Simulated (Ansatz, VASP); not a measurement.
## Two plane-wave programs on H2CCl2

File INCAR:

```
PREC = Accurate ; ENCUT = 520
EDIFF = 1E-6 ; ISMEAR = 0
SIGMA = 0.1 ; LREAL = F
LASPH = T ; NELM = 80
ALGO = Normal ; ISIF = 2
LWAVE = F ; LCHARG = F
LDIPOL = T ; IDIPOL = 3
DIPOL = 0.5 0.5 0.616 ; GGA = PE
IVDW = 12 ; NBANDS = 18
```

Contents of KPOINTS:

```
Automatic mesh
0
Gamma
  4 4 1
```

The input POSCAR:

```
H2CCl2
1.0
    5.4721979616      0.0000000000      0.0000000000
   -1.8240659872      5.1592377156      0.0000000000
    0.0000000000      0.0000000000     25.3714309258
Cl C H
2 1 2
Direct
    0.4899954112      0.6332598999      0.6658853819
    0.7974642992      0.5129913986      0.5714797332
    0.4805258182      0.4016232737      0.6182965233
    0.4842942338      0.2193242335      0.6352070891
    0.3289142868      0.3854425961      0.5886977513
```

Input for Ansatz:

```yaml
crystal:
  lattice:
    - [5.4721979616, 0.0, 0.0]
    - [-1.8240659872, 5.1592377156, 0.0]
    - [0.0, 0.0, 25.3714309258]
  atoms:
    - { symbol: Cl, position: [0.4899954112, 0.6332598999, 0.6658853819] }
    - { symbol: C, position: [0.4805258182, 0.4016232737, 0.6182965233] }
    - { symbol: Cl, position: [0.7974642992, 0.5129913986, 0.5714797332] }
    - { symbol: H, position: [0.4842942338, 0.2193242335, 0.6352070891] }
    - { symbol: H, position: [0.3289142868, 0.3854425961, 0.5886977513] }
basis:
  ecutwfc: 420
kpoints:
  mp_grid: { grid: [4, 4, 1] }
hamiltonian:
  xc: pbe
  dispersion: d3bj
scf:
  occupations: { method: gaussian, width: 0.1 }
output:
  forces: true
  eigenvalues: true
  write_density: true
  volumetric_format: npy
efield:
  axis: 3
  dipole_correction: true
  ramp_width: 0.04
```

Alike in both runs: task single point; functional PBE; dispersion D3(BJ); k mesh 4 × 4 × 1; occupations gaussian, width 0.1 eV; no spin polarisation.

|  | VASP | Ansatz |
| --- | --- | --- |
| version | VASP 6.6.1 | Ansatz 0.2.0 |
| potentials or method | VASP PAW PBE potentials, release 64 (Cl, C, H), cutoff 520 eV | scalar-relativistic, plane waves, PAW |
| valence electrons in the cell | 20 | 20 |

```tsv
	VASP	Ansatz	Ansatz less VASP
gap on the k mesh at the Fermi level (eV)	4.50	4.46	-0.031
rms of the force components (eV/Å)	0.753	0.748	-0.0051
```
